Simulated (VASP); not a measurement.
Set up this calculation in VASP 6.6.1, as the native input.

| Property | Result |
| --- | --- |
| Task | single point |
| Functional | r2SCAN |
| Potentials or basis | VASP PAW PBE potentials, release 64 (Al, N) |
| Cutoff | 520 eV |
| k mesh | 10 × 10 × 10 |
| Occupations | gaussian, width 0.01 eV |
| Spin | no spin polarisation |
| Dipole correction | no |
| Further INCAR settings | ALGO = Normal; EDIFF = 1e-06; NBANDS = 11 |

The system is AlN.

```
Al N
1.0
     2.15328    2.15328    0.00000
    -2.15328    2.15328    0.00000
     0.00000    2.15328    2.15328
Al N
1 1
Direct
  0.00000 0.00000 0.00000
  0.25000 0.75000 0.50000
```

The input as run:

POSCAR

```
AlN
1.0
    2.1532766678      2.1532766678      0.0000000000
   -2.1532766678      2.1532766678      0.0000000000
    0.0000000000      2.1532766678      2.1532766678
Al N
1 1
Direct
    0.0000000000      0.0000000000      0.0000000000
    0.2500000000      0.7500000000      0.5000000000
```

INCAR.step1

```
SYSTEM = AlN
ALGO     = Normal         ! electronic algorithm
EDIFF    = 1E-4           ! SCF threshold, eV
ENCUT    = 520            ! plane-wave cutoff, eV
GGA      = PE             ! functional
ISMEAR   = 0              ! smearing method
LASPH    = .True.         ! aspherical terms in the spheres
LCHARG   = .False.        ! write CHGCAR
LREAL    = .False.        ! projectors in reciprocal space
LWAVE    = .True.         ! write WAVECAR
NBANDS   = 11             ! bands
NELM     = 100            ! most SCF steps
PREC     = Accurate       ! precision mode
SIGMA    = 0.01           ! smearing width, eV
```

INCAR.step2

```
SYSTEM = AlN
ALGO     = Normal         ! electronic algorithm
EDIFF    = 1E-6           ! SCF threshold, eV
ENCUT    = 520            ! plane-wave cutoff, eV
ISIF     = 2              ! what is computed and relaxed
ISMEAR   = 0              ! smearing method
ISTART   = 1            
LASPH    = .True.         ! aspherical terms in the spheres
LCHARG   = .False.        ! write CHGCAR
LMIXTAU  = .True.       
LREAL    = .False.        ! projectors in reciprocal space
LWAVE    = .False.        ! write WAVECAR
METAGGA  = R2SCAN         ! meta-GGA
NBANDS   = 11             ! bands
NELM     = 100            ! most SCF steps
PREC     = Accurate       ! precision mode
SIGMA    = 0.01           ! smearing width, eV
```

KPOINTS

```
k-points
0
Gamma
  10 10 10
  0 0 0
```

Potentials or basis: VASP PAW PBE potentials, release 64 (Al, N).

Run with:

```sh
$ cat potpaw_PBE.64/Al/POTCAR potpaw_PBE.64/N/POTCAR > POTCAR
$ cp INCAR.step1 INCAR
$ mpirun -np 1 vasp_std > vasp.out
$ cp INCAR.step2 INCAR
$ mpirun -np 1 vasp_std > vasp.out
```

Results of the run:

| Item | Value |
| --- | --- |
| Pressure | 9.7 GPa |
| Band gap on the k mesh | 3.97 eV, indirect (least direct gap 5.30 eV) |

Caveat: the PAW data sets were made with another functional, which shifts forces and pressure a little.

Run time: 80 s on 1 thread of AMD EPYC 7R13, on a shared host, peak memory 0.11 GiB.
